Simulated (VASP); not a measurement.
Mo: single point with BLYP

Mo:

```
CELL_PARAMETERS angstrom
2.67439 0.00000 0.00000
-1.33719 2.31609 0.00000
0.00000 0.00000 4.76698
ATOMIC_POSITIONS crystal
Mo 0.33333 0.66667 0.25000
Mo 0.66667 0.33333 0.75000
```

This isn't the form of Mo at room conditions, which is bcc.

| Item | Value |
| --- | --- |
| Program | VASP 6.6.1 |
| Task | single point |
| Functional | BLYP |
| Potentials or basis | VASP PAW PBE potentials, release 64 (Mo_sv) |
| Cutoff | 520 eV |
| k mesh | 15 × 15 × 7 |
| Occupations | fermi-dirac, width 0.1 eV |
| Spin | no spin polarisation |
| Dipole correction | no |
| Further INCAR settings | ALGO = Normal; EDIFF = 1e-07; NBANDS = 21 |

- Pressure: 37.0 GPa
- Band gap on the k mesh: zero (bands 14 and 15 overlap by 2.09 eV)

Stress tensor (GPa, compression positive):
```
39.25  0.00  0.00
 0.00 39.25  0.00
 0.00  0.00 32.49
```

Levels at points of the mesh, in eV from the Fermi level:
| k point | band 12 | band 13 | band 14 | band 15 | band 16 | band 17 |
| --- | --- | --- | --- | --- | --- | --- |
| (0.00, 0.00, 0.00) | -0.84 | -0.84 | -0.29 | -0.29 | 1.09 | 1.53 |

Run time: 30 s on 1 thread of AMD EPYC 9R45 96-Core Processor (Zen 5) (shared host), peak memory 0.14 GiB.

Caveat: the cell stands under pressure; the PAW data sets were made with another functional, which shifts forces and pressure a little.
